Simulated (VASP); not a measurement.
# BaTiO3 (P4mm) in VASP: single point with PBE+U

Aim: the single point of BaTiO3 with PBE+U.

All numbers are computed with VASP 6.6.1; they aren't measurements. Logs are shortened: lines on timing, memory, paths and dates and some standing lists are left out, and cuts for length are marked.

## Step 1: The cell of the first run

The structure is tetragonal, space group P4mm (No. 99). Conventional cell: a = 3.969 Å, b = 3.969 Å, c = 3.986 Å, α = 90.00°, β = 90.00°, γ = 90.00°. Within 3.7 Å of Ba (site symmetry 4mm) lie 12 O at 2.77 to 2.86 Å and 8 Ti at 3.40 to 3.48 Å. Ti (site symmetry 4mm) has 6 O at 1.86 to 2.13 Å within 2.5 Å. Within 2.5 Å of O (site symmetry 4mm) lie 2 Ti at 1.86 to 2.13 Å. O (site symmetry 2mm) has 2 Ti at 1.99 Å within 2.6 Å. O (site symmetry 2mm) has 2 Ti at 1.99 Å within 2.6 Å.

## Step 2: Single point, PBE+U, collinear spin, zero start

POSCAR

```
BaTiO3
1.0
   -3.9687812900      0.0000000000     -3.9857482600
    0.0000000000     -3.9687812900      0.0000000000
   -3.9687812900      0.0000000000      3.9857482600
Ba Ti O
2 2 6
Direct
    0.0000000000      0.0000000000      0.0000000000
    0.5000000000      0.0000000000      0.5000000000
    0.5090000000      0.5000000000      0.9910000000
    0.0090000000      0.5000000000      0.4910000000
    0.7420000000      0.5000000000      0.7580000000
    0.2420000000      0.5000000000      0.2580000000
    0.9925000000      0.0000000000      0.5075000000
    0.4925000000      0.0000000000      0.0075000000
    0.7425000000      0.5000000000      0.2575000000
    0.2425000000      0.5000000000      0.7575000000
```

INCAR.step1

```
SYSTEM = BaTiO3
  ALGO = Normal
  EDIFF = 1E-6
  ENCUT = 520
  GGA = PE
  ISIF = 2
  ISMEAR = 1
  ISPIN = 2
  LASPH = .True.
  LCHARG = .True.
  LDAU = .True.
  LDAUJ = 0 0 0
  LDAUL = -1 2 -1
  LDAUPRINT = 1
  LDAUTYPE = 2
  LDAUU = 0 6.27 0
  LMAXMIX = 4
  LREAL = .False.
  LWAVE = .False.
  MAGMOM = 0 0 0 0 0 0 0 0 0 0
  NBANDS = 55
  NELM = 150
  PREC = Accurate
  SIGMA = 0.1142
```

KPOINTS.step1

```
k-points
0
Gamma
  3 5 3
  0 0 0
```

INCAR.step2

```
SYSTEM = BaTiO3
  ALGO = Normal
  EDIFF = 1E-6
  ENCUT = 520
  GGA = PE
  ICHARG = 11
  ISIF = 2
  ISMEAR = -5
  ISPIN = 2
  LASPH = .True.
  LCHARG = .False.
  LDAU = .True.
  LDAUJ = 0 0 0
  LDAUL = -1 2 -1
  LDAUPRINT = 1
  LDAUTYPE = 2
  LDAUU = 0 6.27 0
  LMAXMIX = 4
  LORBIT = 11
  LREAL = .False.
  LWAVE = .False.
  MAGMOM = 0 0 0 0 0 0 0 0 0 0
  NEDOS = 2001
  NELM = 150
  PREC = Accurate
  SIGMA = 0.1142
```

KPOINTS.step2

```
k-points
0
Gamma
  5 8 5
  0 0 0
```

Potentials or basis: VASP PAW PBE potentials, release 64 (Ba_sv, Ti_sv, O).

Started as:

```sh
> cat potpaw_PBE.64/Ba_sv/POTCAR potpaw_PBE.64/Ti_sv/POTCAR potpaw_PBE.64/O/POTCAR > POTCAR
> cp INCAR.step1 INCAR
> cp KPOINTS.step1 KPOINTS
> mpirun -np 1 vasp_std > vasp.out
> cp INCAR.step2 INCAR
> cp KPOINTS.step2 KPOINTS
> mpirun -np 1 vasp_std > vasp.out
```

OUTCAR:

```text
SYSTEM = BaTiO3
   EDIFF = 1E-6
   ENCUT = 520
   GGA = PE
   ICHARG = 11
   ISIF = 2
   ISMEAR = -5
   ISPIN = 2
   LASPH = .True.
   LORBIT = 11
   LREAL = .False.
   NELM = 150
   PREC = Accurate

 ion  position               nearest neighbor table
   1  0.000  0.000  0.000-   7 2.77   8 2.77  10 2.77  10 2.77   5 2.81   5 2.81   6 2.81   6 2.81
                             7 2.86   9 2.86   9 2.86   8 2.86   4 3.40   3 3.40   4 3.40   3 3.40
   2  0.500  0.000  0.500-   7 2.77   8 2.77   9 2.77   9 2.77   5 2.81   5 2.81   6 2.81   6 2.81
                            10 2.86   8 2.86  10 2.86   7 2.86   4 3.40   3 3.40   4 3.40   3 3.40
   3  0.509  0.500  0.991-   5 1.86   8 1.99   9 1.99  10 1.99   8 1.99   6 2.13   1 3.40   1 3.40
                             2 3.40   2 3.40   2 3.48   2 3.48   1 3.48   1 3.48
   4  0.009  0.500  0.491-   6 1.86   7 1.99   9 1.99  10 1.99   7 1.99   5 2.13   1 3.40   1 3.40
                             2 3.40   2 3.40   1 3.48   1 3.48   2 3.48   2 3.48
   5  0.742  0.500  0.758-   3 1.86   4 2.13   1 2.81   2 2.81   1 2.81   2 2.81
   6  0.242  0.500  0.258-   4 1.86   3 2.13   1 2.81   2 2.81   1 2.81   2 2.81
   7  0.992  0.000  0.508-   4 1.99   4 1.99   1 2.77   2 2.77   1 2.86   2 2.86
   8  0.492  0.000  0.008-   3 1.99   3 1.99   1 2.77   2 2.77   2 2.86   1 2.86
   9  0.742  0.500  0.258-   3 1.99   4 1.99   2 2.77   2 2.77   1 2.86   1 2.86
  10  0.242  0.500  0.758-   3 1.99   4 1.99   1 2.77   1 2.77   2 2.86   2 2.86

  LATTYP: Found a base centered orthorhombic cell.
 ALAT       =     7.9375625800
 B/A-ratio  =     1.0042751083
 C/A-ratio  =     0.5000000000

  Lattice vectors:

 A1 = (  -3.9687812900,   0.0000000000,   3.9857482600)
 A2 = (  -3.9687812900,   0.0000000000,  -3.9857482600)
 A3 = (   0.0000000000,  -3.9687812900,   0.0000000000)

Analysis of symmetry for initial positions (statically):
=====================================================================
 Subroutine PRICEL returns following result:

  LATTYP: Found a simple tetragonal cell.
 ALAT       =     3.9687812900
 C/A-ratio  =     1.0042751083
[... 12 lines left out ...]
 Subroutine GETGRP returns: Found  4 space group operations
 (whereof  4 operations were pure point group operations)
 out of a pool of  8 trial point group operations.

The static configuration has the point symmetry C_2v.

Analysis of symmetry for dynamics (positions and initial velocities):
=====================================================================
 Subroutine PRICEL returns following result:

  LATTYP: Found a simple tetragonal cell.
 ALAT       =     3.9687812900
 C/A-ratio  =     1.0042751083
[... 12 lines left out ...]
 Subroutine GETGRP returns: Found  4 space group operations
 (whereof  4 operations were pure point group operations)
 out of a pool of  8 trial point group operations.

The dynamic configuration has the point symmetry C_2v.

Analysis of structural, dynamic, and magnetic symmetry:
=====================================================================
 Subroutine PRICEL returns following result:

  LATTYP: Found a simple tetragonal cell.
 ALAT       =     3.9687812900
 C/A-ratio  =     1.0042751083
[... 12 lines left out ...]
 Subroutine GETGRP returns: Found  4 space group operations
 (whereof  4 operations were pure point group operations)
 out of a pool of  8 trial point group operations.

The overall configuration has the point symmetry C_2v.

 Subroutine INISYM returns: Found  4 space group operations
 (whereof  4 operations are pure point group operations),
 and found     2 'primitive' translations

----------------------------------------------------------------------------------------

[... 171 lines left out ...]
  o =  0.2330  v =  0.0000 -0.0000  0.0040  0.0000  1.0000  0.0000  0.0000  0.0000  0.0000  0.0000      0.0000  0.0000  0.0000  0.0000  0.0000  0.0000  0.0000  0.0000  0.0000  0.0000
  o =  0.2471  v =  0.0000  0.0000  1.0000 -0.0000 -0.0040  0.0000  0.0000  0.0000  0.0000  0.0000      0.0000  0.0000  0.0000  0.0000  0.0000  0.0000  0.0000  0.0000  0.0000  0.0000
  o =  0.2471  v =  0.0000  0.0000  0.0000  0.0000  0.0000  0.0000 -0.0000  1.0000  0.0000 -0.0040      0.0000  0.0000  0.0000  0.0000  0.0000  0.0000  0.0000  0.0000  0.0000  0.0000

atom =   4  type =  2  l = 2

 onsite density matrix

spin component  1

  0.0919  0.0000 -0.0000  0.0000  0.0000
  0.0000  0.1010 -0.0000  0.0000 -0.0000
 -0.0000 -0.0000  0.2471  0.0000 -0.0001
  0.0000  0.0000  0.0000  0.1007 -0.0000
  0.0000 -0.0000 -0.0001 -0.0000  0.2330

spin component  2

  0.0919  0.0000 -0.0000  0.0000  0.0000
  0.0000  0.1010 -0.0000  0.0000 -0.0000
 -0.0000 -0.0000  0.2471  0.0000 -0.0001
  0.0000  0.0000  0.0000  0.1007 -0.0000
  0.0000 -0.0000 -0.0001 -0.0000  0.2330

 occupancies and eigenvectors

  o =  0.0919  v =  0.0000  0.0000  0.0000  0.0000  0.0000  1.0000  0.0000  0.0000  0.0000  0.0000      0.0000  0.0000  0.0000  0.0000  0.0000  0.0000  0.0000  0.0000  0.0000  0.0000
  o =  0.0919  v =  1.0000  0.0000  0.0000  0.0000  0.0000  0.0000  0.0000  0.0000  0.0000  0.0000      0.0000  0.0000  0.0000  0.0000  0.0000  0.0000  0.0000  0.0000  0.0000  0.0000
  o =  0.1007  v =  0.0000  0.0000  0.0000  1.0000  0.0000  0.0000  0.0000  0.0000  0.0000  0.0000      0.0000  0.0000  0.0000  0.0000  0.0000  0.0000  0.0000  0.0000  0.0000  0.0000
  o =  0.1007  v =  0.0000  0.0000  0.0000  0.0000  0.0000  0.0000 -0.0000 -0.0000  1.0000 -0.0000      0.0000  0.0000  0.0000  0.0000  0.0000  0.0000  0.0000  0.0000  0.0000  0.0000
  o =  0.1010  v =  0.0000  1.0000  0.0000 -0.0000  0.0000  0.0000  0.0000  0.0000  0.0000  0.0000      0.0000  0.0000  0.0000  0.0000  0.0000  0.0000  0.0000  0.0000  0.0000  0.0000
  o =  0.1010  v =  0.0000  0.0000  0.0000  0.0000  0.0000  0.0000  1.0000 -0.0000  0.0000 -0.0000      0.0000  0.0000  0.0000  0.0000  0.0000  0.0000  0.0000  0.0000  0.0000  0.0000
  o =  0.2330  v =  0.0000  0.0000  0.0000  0.0000  0.0000  0.0000  0.0000 -0.0040 -0.0000 -1.0000      0.0000  0.0000  0.0000  0.0000  0.0000  0.0000  0.0000  0.0000  0.0000  0.0000
  o =  0.2330  v =  0.0000  0.0000 -0.0040  0.0000 -1.0000  0.0000  0.0000  0.0000  0.0000  0.0000      0.0000  0.0000  0.0000  0.0000  0.0000  0.0000  0.0000  0.0000  0.0000  0.0000
  o =  0.2471  v =  0.0000  0.0000 -1.0000  0.0000  0.0040  0.0000  0.0000  0.0000  0.0000  0.0000      0.0000  0.0000  0.0000  0.0000  0.0000  0.0000  0.0000  0.0000  0.0000  0.0000
  o =  0.2471  v =  0.0000  0.0000  0.0000  0.0000  0.0000  0.0000 -0.0000 -1.0000 -0.0000  0.0040      0.0000  0.0000  0.0000  0.0000  0.0000  0.0000  0.0000  0.0000  0.0000  0.0000

 number of electron      80.0000000 magnetization      -0.0000075

 Free energy of the ion-electron system (eV)
  ---------------------------------------------------
  ext. energy  EPLUGINS =         0.00000000
  ---------------------------------------------------
  free energy    TOTEN  =       -71.40196197 eV

  energy without entropy =      -71.40196197  energy(sigma->0) =      -71.40196197

 E-fermi :   4.2854     XC(G=0): -11.3769

 val. band max:        4.2617145383   @ k =   0.0000   0.5000   0.0000
 cond. band min:       6.8922935989   @ k =   0.0000   0.0000   0.0000
 fundamental gap:      2.6305790606
 Fermi energy:         4.2853652410

 spin component 1

 k-point     1 :       0.0000    0.0000    0.0000
  band No.  band energies     occupation
      1     -53.9068      1.00000
      2     -53.9049      1.00000
      3     -30.1353      1.00000
      4     -30.0992      1.00000
      5     -30.0931      1.00000
      6     -30.0554      1.00000
[... 2441 lines left out ...]
     47       9.0067      0.00000
     48      10.1746      0.00000

 [... further k-points ...]

------------------------ aborting loop because EDIFF is reached ----------------------------------------

  FORCE on cell =-STRESS in cart. coord.  units (eV):
  Direction    XX          YY          ZZ          XY          YZ          ZX
  --------------------------------------------------------------------------------------
  -------------------------------------------------------------------------------------
  Total       10.6300124     10.6867730     12.7566394      0.0000000      0.0000000      0.0000000
  in kB      135.6407422    136.3650176    162.7768600      0.0000000      0.0000000      0.0000000
  external PRESSURE =     144.9275399 kB  Pullay stress =       0.0000000 kB

 VOLUME and BASIS-vectors are now :
 -----------------------------------------------------------------------------
  energy-cutoff  :      520.00
  volume of cell :      125.56
      direct lattice vectors                 reciprocal lattice vectors
    -3.968781290  0.000000000 -3.985748260    -0.125983259  0.000000000 -0.125446959
     0.000000000 -3.968781290  0.000000000     0.000000000 -0.251966517  0.000000000
    -3.968781290  0.000000000  3.985748260    -0.125983259  0.000000000  0.125446959

 POSITION                                       TOTAL-FORCE (eV/Angst)
 -----------------------------------------------------------------------------------
      0.00000      0.00000      0.00000         0.000000      0.000000     -0.075706
     -3.96878      0.00000      0.00000         0.000000     -0.000000     -0.075706
     -5.95317     -1.98439      1.92113         0.000000      0.000000      1.334808
     -1.98439     -1.98439      1.92113         0.000000      0.000000      1.334808
     -5.95317     -1.98439      0.06377         0.000000      0.000000     -0.919766
     -1.98439     -1.98439      0.06377         0.000000     -0.000000     -0.919766
     -5.95317      0.00000     -1.93309         0.000000     -0.000000     -0.169605
     -1.98439      0.00000     -1.93309         0.000000      0.000000     -0.169605
     -3.96878     -1.98439     -1.93309         0.000000      0.000000     -0.169732
     -3.96878     -1.98439      2.05266         0.000000      0.000000     -0.169732
 -----------------------------------------------------------------------------------
    total drift:                               -0.000005     -0.000000     -0.003909

  FREE ENERGIE OF THE ION-ELECTRON SYSTEM (eV)
  ---------------------------------------------------
  free  energy   TOTEN  =       -71.4019619747 eV

  energy  without entropy=      -71.4019619747  energy(sigma->0) =      -71.40196197

 total charge

# of ion       s       p       d       tot
------------------------------------------
    1        2.011   5.658   0.356   8.024
    2        2.011   5.658   0.356   8.024
    3        2.236   6.311   1.522  10.069
    4        2.236   6.311   1.522  10.069
    5        1.566   3.512   0.000   5.078
    6        1.566   3.512   0.000   5.078
    7        1.562   3.509   0.000   5.071
    8        1.562   3.509   0.000   5.071
    9        1.562   3.510   0.000   5.072
   10        1.562   3.510   0.000   5.072
--------------------------------------------------
tot         17.875  44.999   3.755  66.628

 magnetization (x)

# of ion       s       p       d       tot
------------------------------------------
    1       -0.000   0.000   0.000  -0.000
    2       -0.000   0.000   0.000  -0.000
    3        0.000   0.000   0.000   0.000
    4        0.000   0.000   0.000   0.000
    5       -0.000   0.000   0.000   0.000
    6       -0.000   0.000   0.000   0.000
    7       -0.000  -0.000   0.000  -0.000
    8       -0.000  -0.000   0.000  -0.000
    9       -0.000  -0.000   0.000  -0.000
   10       -0.000  -0.000   0.000  -0.000
--------------------------------------------------
tot          0.000  -0.000   0.000   0.000
```

Run time: 18 min. Hardware: 1 thread of Intel Xeon 8259CL, shared host; peak memory 0.52 GiB.

What came out:

* Net moment: 0.00 μB per cell
* Valence electrons inside the program's atomic spheres: Ba 8.02; Ti 10.07; O 5.08, 5.07 (each value once)

Eigenvalues of the final occupation matrices:
| site | spin | trace | eigenvalues |
| --- | --- | --- | --- |
| site 3 d | 1 | 0.77 | 0.09 0.10 0.10 0.23 0.25 |
| site 3 d | 2 | 0.77 | 0.09 0.10 0.10 0.23 0.25 |
| site 4 d | 1 | 0.77 | 0.09 0.10 0.10 0.23 0.25 |
| site 4 d | 2 | 0.77 | 0.09 0.10 0.10 0.23 0.25 |

Caveat: spin-orbit coupling is left out, which moves the levels of the heavy elements.
